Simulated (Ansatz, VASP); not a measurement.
## One calculation of GaSb, two programs

```
Ga Sb
1.0
     6.88195    0.00000    0.00000
     0.00000    5.76927    0.00000
     0.00000    0.00000    4.86800
Ga Sb
4 4
Direct
  0.75000 0.00000 0.50008
  0.00000 0.50000 0.00000
  0.25000 0.00000 0.49992
  0.50000 0.50000 0.00000
  0.75000 0.50000 0.50001
  0.00000 0.00000 0.00000
  0.25000 0.50000 0.49999
  0.50000 0.00000 0.00000
```

Alike in both runs: functional PBE; k mesh 2 × 4 × 4; occupations gaussian, width 0.1 eV; no spin polarisation.

Ansatz relaxed the structure, and its values are those at the end. VASP's run is a single point on that final structure, the one shown.

|  | VASP | Ansatz |
| --- | --- | --- |
| version | VASP 6.6.1 | Ansatz 0.2.0 |
| potentials or method | VASP PAW PBE potentials, release 64 (Ga_d, Sb), cutoff 520 eV | scalar-relativistic, plane waves, PAW |
| valence electrons in the cell | 72 | 112 |

Ansatz gave:

```
gap on the k mesh at the Fermi level (eV) : none
pressure (GPa)                            : 0.0
```

Question: Estimate VASP's values.

Answer: gap on the k mesh at the Fermi level (eV): none; pressure (GPa): 0.1.

A gap of «none» marks a metal or a gap that the smearing closes. With one functional, cell and mesh, what is left measures potentials, basis and numerics. VASP's potentials hold 72 valence electrons a cell and Ansatz's 112, so a difference there can come from the potentials and not from the codes.

The k mesh is coarse, so the values compare programs but aren't converged. Neither program's run includes spin-orbit coupling.
